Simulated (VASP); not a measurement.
# Ge (P-1) in VASP: single point with r2SCAN

Aim: the single point of Ge with r2SCAN.

Program: VASP 6.6.1. These are calculated values, not measurements. Logs are shortened: lines on timing, memory, paths and dates and some standing lists are left out, and cuts for length are marked.

## 1. The cell of the first run

The typed cell holds 2 atoms: a = 3.903 Å, b = 3.903 Å, c = 3.903 Å, α = 97.49°, β = 97.49°, γ = 137.67°.

## 2. Single point, r2SCAN (atom 1 moved 0.15 Å)

Contents of POSCAR:

```
Ge
1.0
   -2.5734902219      2.5734902219      1.4090864226
    2.5734902219     -2.5734902219      1.4090864226
    2.5734902219      2.5734902219     -1.4090864226
Ge
2
Direct
    0.2715904469      0.7747773847      0.4952397494
    0.4784095531      0.4752226153      0.0047602506
```

Contents of INCAR.step1:

```
SYSTEM = Ge
PREC     = Accurate       ! precision mode
ENCUT    = 520            ! plane-wave cutoff, eV
ISMEAR   = 0              ! smearing method
SIGMA    = 0.15           ! smearing width, eV
LREAL    = .FALSE.        ! projectors in reciprocal space
LASPH    = .TRUE.         ! aspherical terms in the spheres
NELM     = 80             ! most SCF steps
NBANDS   = 21             ! bands
GGA      = PE             ! functional
ALGO     = Normal         ! electronic algorithm
EDIFF    = 1E-4           ! SCF threshold, eV
LWAVE    = .TRUE.         ! write WAVECAR
LCHARG   = .FALSE.        ! write CHGCAR
KPAR     = 4
```

Contents of INCAR.step2:

```
SYSTEM = Ge
PREC     = Accurate       ! precision mode
ENCUT    = 520            ! plane-wave cutoff, eV
EDIFF    = 1E-7           ! SCF threshold, eV
ISMEAR   = 0              ! smearing method
SIGMA    = 0.15           ! smearing width, eV
LREAL    = .FALSE.        ! projectors in reciprocal space
LASPH    = .TRUE.         ! aspherical terms in the spheres
NELM     = 80             ! most SCF steps
ALGO     = Normal         ! electronic algorithm
ISIF     = 2              ! what is computed and relaxed
LWAVE    = .FALSE.        ! write WAVECAR
LCHARG   = .FALSE.        ! write CHGCAR
METAGGA  = R2SCAN         ! meta-GGA
LMIXTAU  = .TRUE.       
NBANDS   = 21             ! bands
ISTART   = 1            
KPAR     = 4
```

Contents of KPOINTS:

```
Automatic mesh
0
G
  14 14 14
  0 0 0
```

Potentials or basis: VASP PAW PBE potentials, release 64 (Ge_d).

On the command line:

```
> cat potpaw_PBE.64/Ge_d/POTCAR > POTCAR
> cp INCAR.step1 INCAR
> mpirun -np 4 vasp_std > vasp.out
> cp INCAR.step2 INCAR
> mpirun -np 4 vasp_std > vasp.out
```

OUTCAR:

```text
SYSTEM = Ge
   PREC = Accurate
   ENCUT = 520
   EDIFF = 1E-7
   ISMEAR = 0
   LREAL = .FALSE.
   LASPH = .TRUE.
   NELM = 80
   ISIF = 2
   METAGGA = R2SCAN
   ISTART = 1

 ion  position               nearest neighbor table
   1  0.272  0.775  0.495-   2 2.63   2 2.64   2 2.67   2 2.75
   2  0.478  0.475  0.005-   1 2.63   1 2.64   1 2.67   1 2.75

  LATTYP: Found a body centered tetragonal cell.
 ALAT       =     5.1469804438
 C/A-ratio  =     0.5475390622

  Lattice vectors:

 A1 = (  -2.5734902219,   2.5734902219,   1.4090864226)
 A2 = (   2.5734902219,  -2.5734902219,   1.4090864226)
 A3 = (   2.5734902219,   2.5734902219,  -1.4090864226)

Analysis of symmetry for initial positions (statically):
=====================================================================
 Subroutine PRICEL returns:
 Original cell was already a primitive cell.

 Routine SETGRP: Setting up the symmetry group for a
 body centered tetragonal supercell.

 Subroutine GETGRP returns: Found  2 space group operations
 (whereof  1 operations were pure point group operations)
 out of a pool of 16 trial point group operations.

The static configuration has the point symmetry C_1 .
 The point group associated with its full space group is S_2 .

Analysis of symmetry for dynamics (positions and initial velocities):
=====================================================================
 Subroutine PRICEL returns:
 Original cell was already a primitive cell.

 Routine SETGRP: Setting up the symmetry group for a
 body centered tetragonal supercell.

 Subroutine GETGRP returns: Found  2 space group operations
 (whereof  1 operations were pure point group operations)
 out of a pool of 16 trial point group operations.

The dynamic configuration has the point symmetry C_1 .
 The point group associated with its full space group is S_2 .

 Subroutine INISYM returns: Found  2 space group operations
 (whereof  1 operations are pure point group operations),
 and found     1 'primitive' translations

----------------------------------------------------------------------------------------

                                     Primitive cell

  volume of cell :      37.3287

  direct lattice vectors                    reciprocal lattice vectors
    -2.573490222  2.573490222  1.409086423     0.000000000  0.194288673  0.354839839
     2.573490222 -2.573490222  1.409086423     0.194288673  0.000000000  0.354839839
     2.573490222  2.573490222 -1.409086423     0.194288673  0.194288673  0.000000000

  length of vectors
     3.902720640  3.902720640  3.902720640     0.404548390  0.404548390  0.274765676

  position of ions in fractional coordinates (direct lattice)
     0.271590447  0.774777385  0.495239749
     0.478409553  0.475222615  0.004760251

  ion indices of the primitive-cell ions
   primitive index   ion index
                 1           1
                 2           2

----------------------------------------------------------------------------------------

 KPOINTS: Automatic mesh

Automatic generation of k-mesh.
 Grid dimensions read from file:
 generate k-points for:   14   14   14

 Generating k-lattice:

  Cartesian coordinates                     Fractional coordinates (reciprocal lattice)
     0.000000000  0.013877762  0.025345703     0.071428571  0.000000000  0.000000000
     0.013877762  0.000000000  0.025345703     0.000000000  0.071428571  0.000000000
     0.013877762  0.013877762  0.000000000     0.000000000  0.000000000  0.071428571

  Length of vectors
     0.028896314  0.028896314  0.019626120

  Shift w.r.t. Gamma in fractional coordinates (k-lattice)
     0.000000000  0.000000000  0.000000000

 Subroutine IBZKPT returns following result:
 ===========================================

 Found   1376 irreducible k-points:

 Following reciprocal coordinates:
            Coordinates               Weight
  0.000000  0.000000  0.000000      1.000000
  0.071429 -0.000000  0.000000      2.000000
  0.071429 -0.000000 -0.071429      2.000000
 -0.000000  0.071429 -0.071429      2.000000
 -0.000000  0.071429  0.000000      2.000000
  0.142857 -0.000000  0.000000      2.000000
[... 16 lines left out ...]
  0.428571 -0.000000 -0.428571      2.000000
 -0.000000  0.428571 -0.428571      2.000000
 [... further k-points ...]
   k-points           NKPTS =   1376   k-points in BZ     NKDIM =   1376   number of bands    NBANDS=     21
   number of dos      NEDOS =    301   number of ions     NIONS =      2
   total plane-waves  NPLWV =  27000
   dimension x,y,z NGX =    30 NGY =   30 NGZ =   30
   dimension x,y,z NGXF=    60 NGYF=   60 NGZF=   60
   ions per type =               2
   NGX,Y,Z   is equivalent  to a cutoff of  12.78, 12.78, 12.78 a.u.
   NGXF,Y,Z  is equivalent  to a cutoff of  25.56, 25.56, 25.56 a.u.
 SYSTEM =  Ge
   PREC   = accura    normal or accurate (medium, high low for compatibility)
   ISTART =      1    job   : 0-new  1-cont  2-samecut
   ICHARG =      0    charge: 1-file 2-atom 10-const
   ISPIN  =      1    spin polarized calculation?
   LNONCOLLINEAR =      F non collinear calculations
   LSORBIT =      F    spin-orbit coupling
   LASPH  =      T    aspherical Exc in radial PAW
   ENCUT  =  520.0 eV  38.22 Ry    6.18 a.u.   7.26  7.26  7.26*2*pi/ulx,y,z
   NELM   =     80;   NELMIN=  2; NELMDL=  0     # of ELM steps
   EDIFF  = 0.1E-06   stopping-criterion for ELM
   LREAL  =      F    real-space projection
   EDIFFG = 0.1E-05   stopping-criterion for IOM
   NSW    =      0    number of steps for IOM
   IBRION =     -1    ionic relax: 0-MD 1-quasi-New 2-CG
   NFREE  =      0    steps in history (QN), initial steepest desc. (CG)
   ISIF   =      2    stress and relaxation
   ISYM   =      2    0-nonsym 1-usesym 2-fastsym
   POTIM  = 0.5000    time-step for ionic-motion
   TEBEG  =    0.0;   TEEND  =   0.0 temperature during run
   PSTRESS=    0.0 pullay stress
   NELECT =      28.0000    total number of electrons
   NUPDOWN=      -1.0000    fix difference up-down
   EMIN   =  10.00;   EMAX   =-10.00  energy-range for DOS
   EFERMI =   0.00;   METHOD = LEGACY
   ISMEAR =     0;   SIGMA  =   0.15  broadening in eV -4-tet -1-fermi 0-gaus
   EFERMI_NEDOS =   21; number of points for ismear=-14 and -15
   IALGO  =     38    algorithm
   IMIX   =      4    mixing-type and parameters
     AMIX     =   0.40;   BMIX     =  1.00
     AMIX_MAG =   1.60;   BMIX_MAG =  1.00
  volume/ion in A,a.u.               =      18.66       125.95
  Fermi-wavevector in a.u.,A,eV,Ry     =   1.487465  2.810900 30.103580  2.212551
  Thomas-Fermi vector in A             =   2.600622
   LORBIT       =      0    0 simple, 1 ext, 2 COOP (PROOUT), +10 PAW based schemes
   METAGGA = R2SCAN    functional components
   LHFCALC =     F    Hartree Fock is set to
   AEXX    =    0.0000 exact exchange contribution
   IVDW    =     0    specifies the selected vdW correction
   LEPSILON=     F    determine dielectric tensor
   LRPA    =     F    only Hartree local field effects (RPA)
 non-spin polarized calculation
 Gauss-broadening in eV      SIGMA  =   0.15
  energy-cutoff  :      520.00
  volume of cell :       37.33
 maximum number of plane-waves:      1029
 NGX is ok and might be reduce to    30
   NGX = 15   NGY = 15   NGZ = 15

 number of electron      28.0000002 magnetization

 Free energy of the ion-electron system (eV)
  ---------------------------------------------------
  ext. energy  EPLUGINS =         0.00000000
  ---------------------------------------------------
  free energy    TOTEN  =       -27.01769334 eV

  energy without entropy =      -27.00873909  energy(sigma->0) =      -27.01321621

 E-fermi :   6.5865     XC(G=0): -12.3366

 val. band max:        6.5859525265   @ k =  -0.2857   0.2857  -0.2143
 cond. band min:       6.5867313827   @ k =   0.2143  -0.2143   0.2857
 fundamental gap:      0.0007788563
 Fermi energy:         6.5864885252

 k-point     1 :       0.0000    0.0000    0.0000
  band No.  band energies     occupation
      1     -18.8964      2.00000
      2     -18.8320      2.00000
      3     -18.8075      2.00000
      4     -18.8061      2.00000
      5     -18.7206      2.00000
      6     -18.7056      2.00000
[... 13 lines left out ...]
     20      18.6708      0.00000
     21      19.7767      0.00000

 k-point     2 :       0.0714   -0.0000    0.0000
  band No.  band energies     occupation
      1     -18.8941      2.00000
      2     -18.8259      2.00000
      3     -18.8048      2.00000
      4     -18.7980      2.00000
      5     -18.7224      2.00000
      6     -18.7100      2.00000
[... 13 lines left out ...]
     20      18.6985      0.00000
     21      19.7754      0.00000

 k-point     3 :       0.0714   -0.0000   -0.0714
  band No.  band energies     occupation
      1     -18.8933      2.00000
      2     -18.8258      2.00000
      3     -18.8046      2.00000
      4     -18.7976      2.00000
      5     -18.7231      2.00000
      6     -18.7086      2.00000
[... 13 lines left out ...]
     20      18.7669      0.00000
     21      19.9183      0.00000

 k-point     4 :      -0.0000    0.0714   -0.0714
  band No.  band energies     occupation
      1     -18.8942      2.00000
      2     -18.8263      2.00000
      3     -18.8049      2.00000
      4     -18.7979      2.00000
      5     -18.7217      2.00000
      6     -18.7100      2.00000
[... 13 lines left out ...]
     20      18.7543      0.00000
     21      19.7749      0.00000

 k-point     5 :      -0.0000    0.0714    0.0000
  band No.  band energies     occupation
      1     -18.8933      2.00000
      2     -18.8259      2.00000
      3     -18.8046      2.00000
      4     -18.7976      2.00000
      5     -18.7232      2.00000
      6     -18.7085      2.00000
[... 13 lines left out ...]
     20      18.7758      0.00000
     21      19.8998      0.00000

 k-point     6 :       0.1429   -0.0000    0.0000
  band No.  band energies     occupation
      1     -18.8874      2.00000
      2     -18.8090      2.00000
      3     -18.7976      2.00000
      4     -18.7798      2.00000
      5     -18.7232      2.00000
      6     -18.7212      2.00000
[... 13 lines left out ...]
     20      17.6846      0.00000
     21      18.1229      0.00000

 k-point     7 :       0.1429   -0.0000   -0.1429
  band No.  band energies     occupation
      1     -18.8844      2.00000
      2     -18.8086      2.00000
      3     -18.7965      2.00000
      4     -18.7754      2.00000
      5     -18.7301      2.00000
      6     -18.7145      2.00000
[... 13 lines left out ...]
     20      17.6940      0.00000
     21      18.5515      0.00000
[... 291 lines left out ...]
      1     -18.8639      2.00000
      2     -18.7823      2.00000
      3     -18.7815      2.00000
      4     -18.7762      2.00000
      5     -18.7505      2.00000
      6     -18.7048      2.00000
[... 13 lines left out ...]
     20      16.1128      0.00000
     21      18.9237      0.00000

 k-point    21 :       0.0000    0.3571    0.0000
  band No.  band energies     occupation
      1     -18.8427      2.00000
      2     -18.7747      2.00000
      3     -18.7648      2.00000
      4     -18.7534      2.00000
      5     -18.7427      2.00000
      6     -18.7314      2.00000
[... 13 lines left out ...]
     20      15.9181      0.00000
     21      19.5500      0.00000

 k-point    22 :       0.4286   -0.0000    0.0000
  band No.  band energies     occupation
      1     -18.8570      2.00000
      2     -18.7972      2.00000
      3     -18.7942      2.00000
      4     -18.7701      2.00000
      5     -18.7331      2.00000
      6     -18.7106      2.00000
[... 13 lines left out ...]
     20      17.9686      0.00000
     21      19.9474      0.00000

 k-point    23 :       0.4286   -0.0000   -0.4286
  band No.  band energies     occupation
      1     -18.8295      2.00000
      2     -18.7805      2.00000
      3     -18.7777      2.00000
      4     -18.7551      2.00000
      5     -18.7394      2.00000
      6     -18.7278      2.00000
[... 13 lines left out ...]
     20      17.9630      0.00000
     21      20.1094      0.00000

 k-point    24 :      -0.0000    0.4286   -0.4286
  band No.  band energies     occupation
      1     -18.8603      2.00000
      2     -18.7929      2.00000
      3     -18.7894      2.00000
      4     -18.7762      2.00000
      5     -18.7446      2.00000
      6     -18.7110      2.00000
[... 13 lines left out ...]
     20      18.1443      0.00000
     21      19.8604      0.00000

 [... further k-points ...]
[... 5 lines left out ...]
  --------------------------------------------------------------------------------------
  -------------------------------------------------------------------------------------
  Total        0.2017502     -0.4313638      0.1899197      0.0011350      0.0315466     -0.0065286
  in kB        8.6592838    -18.5144824      8.1515092      0.0487138      1.3540072     -0.2802135
  external PRESSURE =      -0.5678965 kB  Pullay stress =       0.0000000 kB

 VOLUME and BASIS-vectors are now :
 -----------------------------------------------------------------------------
  energy-cutoff  :      520.00
  volume of cell :       37.33
      direct lattice vectors                 reciprocal lattice vectors
    -2.573490222  2.573490222  1.409086423     0.000000000  0.194288673  0.354839839
     2.573490222 -2.573490222  1.409086423     0.194288673  0.000000000  0.354839839
     2.573490222  2.573490222 -1.409086423     0.194288673  0.194288673  0.000000000

 POSITION                                       TOTAL-FORCE (eV/Angst)
 -----------------------------------------------------------------------------------
      2.56944     -0.02045      0.77659         0.038753      0.077561     -0.092004
      0.00405      0.02045      1.33704        -0.038753     -0.077561      0.092004
 -----------------------------------------------------------------------------------
    total drift:                               -0.000000      0.000000      0.000000

  FREE ENERGIE OF THE ION-ELECTRON SYSTEM (eV)
  ---------------------------------------------------
  free  energy   TOTEN  =       -27.0176933370 eV

  energy  without entropy=      -27.0087390888  energy(sigma->0) =      -27.01321621
```

It took 31 min on 4 MPI ranks of Oxide Virtual Turin-like, shared host; peak memory 0.83 GiB.

What came out:

- Free energy: -27.0177 eV
- Pressure: -0.1 GPa
- Largest force: 0.126 eV/Å
- Band gap on the k mesh: zero (bands 14 and 15 overlap by 5.37 eV)

Forces in eV/Å, atoms in the order of the input:
```
Ge   0.039  0.078 -0.092
Ge  -0.039 -0.078  0.092
```

Stress tensor (GPa, compression positive):
```
 0.87  0.00 -0.03
 0.00 -1.85  0.14
-0.03  0.14  0.82
```

Levels at points of the mesh, in eV from the Fermi level:
| k point | band 12 | band 13 | band 14 | band 15 | band 16 | band 17 |
| --- | --- | --- | --- | --- | --- | --- |
| (0.00, 0.00, 0.00) | -4.03 | -2.54 | -2.40 | 3.80 | 7.82 | 8.22 |
| (0.50, 0.00, 0.00) | -6.51 | -2.75 | -2.14 | -1.79 | 3.30 | 3.59 |
| (0.50, 0.00, 0.50) | -6.92 | -2.48 | -2.13 | -1.19 | 2.34 | 3.89 |
| (0.00, 0.50, 0.50) | -6.33 | -2.87 | -2.13 | -1.74 | 3.17 | 3.73 |
| (0.00, 0.50, 0.00) | -6.88 | -2.51 | -2.13 | -1.18 | 2.31 | 3.94 |
| (0.50, 0.50, 0.00) | -10.89 | 0.52 | 0.74 | 2.23 | 2.30 | 7.73 |
| (0.00, 0.00, 0.50) | -10.85 | 0.47 | 0.79 | 2.21 | 2.31 | 7.75 |
| (0.50, 0.50, 0.50) | -9.18 | -6.12 | -6.06 | 5.77 | 6.91 | 11.52 |

Caveat: the cell differs from its parent crystal (atom 1 moved 0.15 Å); the PAW data sets were made with another functional, which shifts forces and pressure a little.
